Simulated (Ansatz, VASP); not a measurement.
**Rh in VASP and in Ansatz**

```
Rh
1.0
     2.73098    0.00000    0.00000
    -1.36549    2.36510    0.00000
     0.00000    0.00000    4.42849
Rh
2
Direct
  0.66667 0.33333 0.75000
  0.33333 0.66667 0.25000
```

Alike in both runs: task single point; functional PBEsol; k mesh 24 × 24 × 12; occupations gaussian, width 0.15 eV; no spin polarisation.

```csv
,VASP,Ansatz
version,VASP 6.6.1,Ansatz 0.2.0
potentials or method,"VASP PAW PBE potentials, release 64 (Rh_pv), cutoff 520 eV","scalar-relativistic, plane waves, PAW"
valence electrons in the cell,30,34
```

Ansatz gave:

* gap on the k mesh at the Fermi level (eV): none
* pressure (GPa): -13.7
* traceless stress, the component that is largest in VASP (GPa): -1.01

Task: What did VASP give for the same quantities?

Result: gap on the k mesh at the Fermi level (eV): none; pressure (GPa): -13.6; traceless stress, the component that is largest in VASP (GPa): -1.00.

VASP's potentials were made for PBE, not for PBEsol. A gap of «none» marks a metal or a gap that the smearing closes. With one functional, cell and mesh, what is left measures potentials, basis and numerics. VASP's potentials hold 30 valence electrons a cell and Ansatz's 34, so a difference there can come from the potentials and not from the codes.
